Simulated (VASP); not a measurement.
A run of VASP 6.6.1 is set up as follows.

Contents of INCAR:

```
PREC = Accurate
ENCUT = 520
EDIFF = 1E-7
ISMEAR = -1
SIGMA = 0.05
LREAL = F
LASPH = T
NELM = 80
ALGO = Normal
ISIF = 2
LWAVE = F
LCHARG = F
NBANDS = 9
```

KPOINTS

```
Automatic mesh
0
Gamma
  9 9 9
```

Contents of POSCAR:

```
Te
1.0
    2.3211756774      1.3401314022      1.7021523992
   -2.3211756774      1.3401314022      1.7021523992
    0.0000000000     -2.6802628044      1.7021523992
Te
1
Direct
    0.5000000000      0.5000000000      0.5000000000
```

Potentials or basis: VASP PAW LDA potentials, release 64 (Te).

The run is started by

```console
$ cat potpaw_LDA.64/Te/POTCAR > POTCAR
$ mpirun -np 1 vasp_std > vasp.out
```

Task: What does it give for the band gap on the k mesh?

Result: Zero (band 3 reaches 8.99 eV, above the bottom of band 4 at 4.26 eV).

Task: Estimate the pressure.

Result: -2.1 GPa.

Stress tensor (GPa, compression positive):
```
-2.28  0.00  0.00
 0.00 -2.28  0.00
 0.00  0.00 -1.65
```

Caveat: spin-orbit coupling is left out, which moves the levels of the heavy elements.
